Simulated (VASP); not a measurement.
# Au (P6_3/mmc) in VASP: single point with PBEsol

Aim: the single point of Au with PBEsol.

All numbers are computed with VASP 6.6.1; they aren't measurements. Logs are shortened: lines on timing, memory, paths and dates and some standing lists are left out, and cuts for length are marked.

## (1) The cell of the first run

The structure is hexagonal, space group P6_3/mmc (No. 194). Conventional cell: a = 2.900 Å, b = 2.900 Å, c = 4.880 Å, α = 90.00°, β = 90.00°, γ = 120.00°. Au (site symmetry -6m2) has 12 Au at 2.90 to 2.96 Å within 3.8 Å.

This isn't the form of Au at room conditions, which is fcc.

## (2) Single point, PBEsol

The input, INCAR:

```
SYSTEM = Au
ALGO     = Fast           ! electronic algorithm
EDIFF    = 1E-6           ! SCF threshold, eV
ENCUT    = 520            ! plane-wave cutoff, eV
GGA      = PS             ! functional
ISIF     = 2              ! what is computed and relaxed
ISMEAR   = 0              ! smearing method
LASPH    = .TRUE.         ! aspherical terms in the spheres
LCHARG   = .FALSE.        ! write CHGCAR
LREAL    = .FALSE.        ! projectors in reciprocal space
LWAVE    = .FALSE.        ! write WAVECAR
NBANDS   = 18             ! bands
NELM     = 80             ! most SCF steps
PREC     = Accurate       ! precision mode
SIGMA    = 0.15           ! smearing width, eV
```

The input, KPOINTS:

```
k-points
0
G
  24 24 12
  0 0 0
```

The input, POSCAR:

```
Au
1.0
    2.8999984104      0.0000000000      0.0000000000
   -1.4499992052      2.5114722944      0.0000000000
    0.0000000000      0.0000000000      4.8800000000
Au
2
Direct
    0.3333333333      0.6666666667      0.7500000000
    0.6666666667      0.3333333333      0.2500000000
```

Potentials or basis: VASP PAW PBE potentials, release 64 (Au).

On the command line:

```sh
$ cat potpaw_PBE.64/Au/POTCAR > POTCAR
$ mpirun -np 1 vasp_std > vasp.out
```

OUTCAR:

```text
SYSTEM = Au
   EDIFF = 1E-6
   ENCUT = 520
   GGA = PS
   ISIF = 2
   ISMEAR = 0
   LASPH = .TRUE.
   LREAL = .FALSE.
   NELM = 80
   PREC = Accurate

 ion  position               nearest neighbor table
   1  0.333  0.667  0.750-   2 2.96   2 2.96   2 2.96   2 2.96   2 2.96   2 2.96
   2  0.667  0.333  0.250-   1 2.96   1 2.96   1 2.96   1 2.96   1 2.96   1 2.96

  LATTYP: Found a hexagonal cell.
 ALAT       =     2.8999984104
 C/A-ratio  =     1.6827595431

  Lattice vectors:

 A1 = (   2.8999984104,   0.0000000000,   0.0000000000)
 A2 = (  -1.4499992052,   2.5114722944,   0.0000000000)
 A3 = (   0.0000000000,   0.0000000000,   4.8800000000)

Analysis of symmetry for initial positions (statically):
=====================================================================
 Subroutine PRICEL returns:
 Original cell was already a primitive cell.

 Routine SETGRP: Setting up the symmetry group for a
 hexagonal supercell.

 Subroutine GETGRP returns: Found 24 space group operations
 (whereof 12 operations were pure point group operations)
 out of a pool of 24 trial point group operations.

The static configuration has the point symmetry D_3d.
 The point group associated with its full space group is D_6h.

Analysis of symmetry for dynamics (positions and initial velocities):
=====================================================================
 Subroutine PRICEL returns:
 Original cell was already a primitive cell.

 Routine SETGRP: Setting up the symmetry group for a
 hexagonal supercell.

 Subroutine GETGRP returns: Found 24 space group operations
 (whereof 12 operations were pure point group operations)
 out of a pool of 24 trial point group operations.

The dynamic configuration has the point symmetry D_3d.
 The point group associated with its full space group is D_6h.

 Subroutine INISYM returns: Found 24 space group operations
 (whereof 12 operations are pure point group operations),
 and found     1 'primitive' translations

----------------------------------------------------------------------------------------

                                     Primitive cell

  volume of cell :      35.5423

  direct lattice vectors                    reciprocal lattice vectors
     2.899998410  0.000000000  0.000000000     0.344827775  0.199086409  0.000000000
    -1.449999205  2.511472294  0.000000000     0.000000000  0.398172818  0.000000000
     0.000000000  0.000000000  4.880000000     0.000000000  0.000000000  0.204918033

  length of vectors
     2.899998410  2.899998410  4.880000000     0.398172818  0.398172818  0.204918033

  position of ions in fractional coordinates (direct lattice)
     0.333333333  0.666666667  0.750000000
     0.666666667  0.333333333  0.250000000

  ion indices of the primitive-cell ions
   primitive index   ion index
                 1           1
                 2           2

----------------------------------------------------------------------------------------

 KPOINTS: k-points

Automatic generation of k-mesh.
 Grid dimensions read from file:
 generate k-points for:   24   24   12

 Generating k-lattice:

  Cartesian coordinates                     Fractional coordinates (reciprocal lattice)
     0.014367824  0.008295267  0.000000000     0.041666667  0.000000000  0.000000000
     0.000000000  0.016590534  0.000000000     0.000000000  0.041666667  0.000000000
     0.000000000  0.000000000  0.017076503     0.000000000  0.000000000  0.083333333

  Length of vectors
     0.016590534  0.016590534  0.017076503

  Shift w.r.t. Gamma in fractional coordinates (k-lattice)
     0.000000000  0.000000000  0.000000000

 Subroutine IBZKPT returns following result:
 ===========================================

 Found    427 irreducible k-points:

 Following reciprocal coordinates:
            Coordinates               Weight
  0.000000  0.000000  0.000000      1.000000
  0.041667  0.000000  0.000000      6.000000
  0.083333  0.000000  0.000000      6.000000
  0.125000  0.000000  0.000000      6.000000
  0.166667  0.000000  0.000000      6.000000
  0.208333  0.000000  0.000000      6.000000
[... 16 lines left out ...]
  0.416667  0.041667  0.000000     12.000000
  0.458333  0.041667  0.000000     12.000000
 [... further k-points ...]
   k-points           NKPTS =    427   k-points in BZ     NKDIM =    427   number of bands    NBANDS=     18
   number of dos      NEDOS =    301   number of ions     NIONS =      2
   total plane-waves  NPLWV =  20736
   dimension x,y,z NGX =    24 NGY =   24 NGZ =   36
   dimension x,y,z NGXF=    48 NGYF=   48 NGZF=   72
   ions per type =               2
   NGX,Y,Z   is equivalent  to a cutoff of  13.76, 13.76, 12.26 a.u.
   NGXF,Y,Z  is equivalent  to a cutoff of  27.52, 27.52, 24.53 a.u.
 SYSTEM =  Au
   PREC   = accura    normal or accurate (medium, high low for compatibility)
   ISTART =      0    job   : 0-new  1-cont  2-samecut
   ICHARG =      2    charge: 1-file 2-atom 10-const
   ISPIN  =      1    spin polarized calculation?
   LNONCOLLINEAR =      F non collinear calculations
   LSORBIT =      F    spin-orbit coupling
   LASPH  =      T    aspherical Exc in radial PAW
   ENCUT  =  520.0 eV  38.22 Ry    6.18 a.u.   5.39  5.39  9.07*2*pi/ulx,y,z
   NELM   =     80;   NELMIN=  2; NELMDL= -5     # of ELM steps
   EDIFF  = 0.1E-05   stopping-criterion for ELM
   LREAL  =      F    real-space projection
   EDIFFG = 0.1E-04   stopping-criterion for IOM
   NSW    =      0    number of steps for IOM
   IBRION =     -1    ionic relax: 0-MD 1-quasi-New 2-CG
   NFREE  =      0    steps in history (QN), initial steepest desc. (CG)
   ISIF   =      2    stress and relaxation
   ISYM   =      2    0-nonsym 1-usesym 2-fastsym
   POTIM  = 0.5000    time-step for ionic-motion
   TEBEG  =    0.0;   TEEND  =   0.0 temperature during run
   PSTRESS=    0.0 pullay stress
   NELECT =      22.0000    total number of electrons
   NUPDOWN=      -1.0000    fix difference up-down
   EMIN   =  10.00;   EMAX   =-10.00  energy-range for DOS
   EFERMI =   0.00;   METHOD = LEGACY
   ISMEAR =     0;   SIGMA  =   0.15  broadening in eV -4-tet -1-fermi 0-gaus
   EFERMI_NEDOS =   21; number of points for ismear=-14 and -15
   IALGO  =     68    algorithm
   IMIX   =      4    mixing-type and parameters
     AMIX     =   0.40;   BMIX     =  1.00
     AMIX_MAG =   1.60;   BMIX_MAG =  1.00
  volume/ion in A,a.u.               =      17.77       119.93
  Fermi-wavevector in a.u.,A,eV,Ry     =   1.395191  2.636529 26.484537  1.946559
  Thomas-Fermi vector in A             =   2.518667
   LORBIT       =      0    0 simple, 1 ext, 2 COOP (PROOUT), +10 PAW based schemes
   GGA     = PS    functional components
   LHFCALC =     F    Hartree Fock is set to
   AEXX    =    0.0000 exact exchange contribution
   IVDW    =     0    specifies the selected vdW correction
   LEPSILON=     F    determine dielectric tensor
   LRPA    =     F    only Hartree local field effects (RPA)
 non-spin polarized calculation
 RMM-DIIS sequential band-by-band and
 Gauss-broadening in eV      SIGMA  =   0.15
  energy-cutoff  :      520.00
  volume of cell :       35.54
 maximum number of plane-waves:       984
 NGX is ok and might be reduce to    24
   NGX = 11   NGY = 11   NGZ = 19

 number of electron      22.0000001 magnetization

 Free energy of the ion-electron system (eV)
  ---------------------------------------------------
  ext. energy  EPLUGINS =         0.00000000
  ---------------------------------------------------
  free energy    TOTEN  =        -7.80254420 eV

  energy without entropy =       -7.79282257  energy(sigma->0) =       -7.79768338

 E-fermi :   8.5647     XC(G=0): -12.6370

 val. band max:        8.5599712932   @ k =   0.4167   0.0833   0.0833
 cond. band min:       8.5646808764   @ k =   0.4583   0.0417   0.2500
 fundamental gap:      0.0047095832
 Fermi energy:         8.5646515610

 k-point     1 :       0.0000    0.0000    0.0000
  band No.  band energies     occupation
      1      -0.8911      2.00000
      2       1.5398      2.00000
      3       3.9543      2.00000
      4       4.2317      2.00000
      5       4.2317      2.00000
      6       4.5202      2.00000
[... 10 lines left out ...]
     17      26.6709      0.00000
     18      26.6709      0.00000

 k-point     2 :       0.0417    0.0000    0.0000
  band No.  band energies     occupation
      1      -0.8376      2.00000
      2       1.5845      2.00000
      3       3.9391      2.00000
      4       4.2432      2.00000
      5       4.2668      2.00000
      6       4.5006      2.00000
[... 10 lines left out ...]
     17      26.3429      0.00000
     18      26.3804      0.00000

 k-point     3 :       0.0833    0.0000    0.0000
  band No.  band energies     occupation
      1      -0.6787      2.00000
      2       1.7145      2.00000
      3       3.8862      2.00000
      4       4.2844      2.00000
      5       4.3708      2.00000
      6       4.4515      2.00000
[... 10 lines left out ...]
     17      25.5972      0.00000
     18      26.2339      0.00000

 k-point     4 :       0.1250    0.0000    0.0000
  band No.  band energies     occupation
      1      -0.4203      2.00000
      2       1.9145      2.00000
      3       3.7993      2.00000
      4       4.2970      2.00000
      5       4.4564      2.00000
      6       4.5403      2.00000
[... 375 lines left out ...]
      4       4.3061      2.00000
      5       4.3553      2.00000
      6       4.5134      2.00000
[... 10 lines left out ...]
     17      21.0413      0.00000
     18      23.7303      0.00000

 k-point    23 :       0.4167    0.0417    0.0000
  band No.  band energies     occupation
      1       2.0600      2.00000
      2       2.1748      2.00000
      3       2.6674      2.00000
      4       4.2700      2.00000
      5       4.4410      2.00000
      6       4.5463      2.00000
[... 10 lines left out ...]
     17      20.4198      0.00000
     18      23.4537      0.00000

 k-point    24 :       0.4583    0.0417    0.0000
  band No.  band energies     occupation
      1       2.0983      2.00000
      2       2.1315      2.00000
      3       2.6079      2.00000
      4       4.2538      2.00000
      5       4.4019      2.00000
      6       4.6539      2.00000
[... 10 lines left out ...]
     17      20.0345      0.00000
     18      23.3147      0.00000

 [... further k-points ...]
[... 5 lines left out ...]
  --------------------------------------------------------------------------------------
  -------------------------------------------------------------------------------------
  Total       -1.4548428     -1.4548428     -1.4871588      0.0000000      0.0000000      0.0000000
  in kB      -65.5813983    -65.5813983    -67.0381401      0.0000000      0.0000000      0.0000000
  external PRESSURE =     -66.0669789 kB  Pullay stress =       0.0000000 kB

 VOLUME and BASIS-vectors are now :
 -----------------------------------------------------------------------------
  energy-cutoff  :      520.00
  volume of cell :       35.54
      direct lattice vectors                 reciprocal lattice vectors
     2.899998410  0.000000000  0.000000000     0.344827775  0.199086409  0.000000000
    -1.449999205  2.511472294  0.000000000     0.000000000  0.398172818  0.000000000
     0.000000000  0.000000000  4.880000000     0.000000000  0.000000000  0.204918033

 POSITION                                       TOTAL-FORCE (eV/Angst)
 -----------------------------------------------------------------------------------
     -0.00000      1.67431      3.66000        -0.000000     -0.000000      0.000000
      1.45000      0.83716      1.22000         0.000000      0.000000      0.000000
 -----------------------------------------------------------------------------------
    total drift:                               -0.000000      0.000000     -0.000000

  FREE ENERGIE OF THE ION-ELECTRON SYSTEM (eV)
  ---------------------------------------------------
  free  energy   TOTEN  =        -7.8025442006 eV

  energy  without entropy=       -7.7928225686  energy(sigma->0) =       -7.79768338
```

Run time: 3.5 min. Hardware: 1 thread of AMD EPYC 7R43 (Zen 3), shared host; peak memory 0.3 GiB.

What came out:

| Quantity | Value |
| --- | --- |
| Free energy | -7.8025 eV |
| Pressure | -6.6 GPa |
| Band gap on the k mesh | zero (bands 11 and 12 overlap by 6.62 eV) |

Stress tensor (GPa, compression positive):
```
-6.56  0.00  0.00
 0.00 -6.56  0.00
 0.00  0.00 -6.70
```

Levels at points of the mesh, in eV from the Fermi level:
```tsv
k point	band 8	band 9	band 10	band 11	band 12	band 13	band 14	band 15
(0.00, 0.00, 0.00)	-3.37	-3.37	-2.10	-2.10	-1.00	2.46	14.61	15.64
(0.50, 0.00, 0.00)	-1.89	-1.80	-1.63	0.37	1.50	5.61	7.04	7.12
(0.00, 0.00, 0.50)	-4.37	-2.54	-2.54	-2.54	-2.54	10.30	10.30	14.89
(0.50, 0.00, 0.50)	-2.32	-1.70	-1.70	0.52	0.52	3.76	3.76	12.99
```

Caveat: the cell stands under tension; the PAW data sets were made with another functional, which shifts forces and pressure a little; spin-orbit coupling is left out, which moves the levels of the heavy elements.
